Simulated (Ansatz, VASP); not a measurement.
# Two plane-wave programs on BP

```
B P
1.0
     0.00000    2.26900    2.26900
     2.26900    0.00000    2.26900
     2.26900    2.26900    0.00000
B P
1 1
Cartesian
  0.0000 0.0000 0.0000
  1.1345 1.1345 1.1345
```

Alike in both runs: task relaxation of cell and atoms; functional PBEsol; k mesh 8 × 8 × 8; occupations gaussian, width 0.02 eV; no spin polarisation.

|  | VASP | Ansatz |
| --- | --- | --- |
| version | VASP 6.6.1 | Ansatz 0.2.0 |
| potentials or method | VASP PAW PBE potentials, release 64 (B, P), cutoff 500 eV | scalar-relativistic, plane waves, PAW |
| valence electrons in the cell | 8 | 8 |

Ansatz gave:

```
gap on the k mesh at the Fermi level, each at its own relaxed structure (eV) : 1.15
relaxed volume (Å³/atom)                                                     : 11.54
relaxed cell length with the largest relative difference (Å)                 : 3.196
```

Task: What did VASP give for the same quantities?

Result: gap on the k mesh at the Fermi level, each at its own relaxed structure (eV): 1.15; relaxed volume (Å³/atom): 11.55; relaxed cell length with the largest relative difference (Å): 3.197.

VASP's potentials were made for PBE, not for PBEsol, and Ansatz warns of the same on its side.
